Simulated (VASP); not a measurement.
A run of VASP 6.6.1:

The input POSCAR:

```
ZrB2
1.0
    3.1601362168      0.0000000000      0.0000000000
   -1.5800681084      2.7367582432      0.0000000000
    0.0000000000      0.0000000000      3.5378214718
Zr B
1 2
Direct
    0.0000000000      0.0000000000      0.0000000000
    0.6666666667      0.3333333333      0.5000000000
    0.3333333333      0.6666666667      0.5000000000
```

Contents of INCAR.step1:

```
  PREC = Accurate
  ENCUT = 520
  ISMEAR = -1
  SIGMA = 0.05
  LREAL = F
  LASPH = T
  NELM = 60
  NBANDS = 16
  GGA = PE
  ALGO = Normal
  EDIFF = 1E-4
  LWAVE = T
  LCHARG = F
```

The input INCAR.step2:

```
  PREC = Accurate
  ENCUT = 520
  EDIFF = 1E-6
  ISMEAR = -1
  SIGMA = 0.05
  LREAL = F
  LASPH = T
  NELM = 60
  ALGO = Normal
  ISIF = 2
  LWAVE = F
  LCHARG = F
  METAGGA = R2SCAN
  LMIXTAU = T
  IVDW = 13
  VDW_S6 = 1.0
  VDW_S8 = 0.6018749
  VDW_A1 = 0.51559235
  VDW_A2 = 5.77342911
  NBANDS = 16
  ISTART = 1
```

File KPOINTS:

```
Automatic mesh
0
Gamma
  10 10 8
```

Potentials or basis: VASP PAW PBE potentials, release 64 (Zr_sv, B).

Run with:

```bash
$ cat potpaw_PBE.64/Zr_sv/POTCAR potpaw_PBE.64/B/POTCAR > POTCAR
$ cp INCAR.step1 INCAR
$ mpirun -np 1 vasp_std > vasp.out
$ cp INCAR.step2 INCAR
$ mpirun -np 1 vasp_std > vasp.out
```

Hardware: 1 thread of Intel Xeon 6975P-C, with other jobs on the host.

Q: How long does it take, and how much memory?

A: Wall time 83 s on 1 thread of Intel Xeon 6975P-C, with other jobs on the host, peak memory 0.17 GiB. Counts: k points 70.
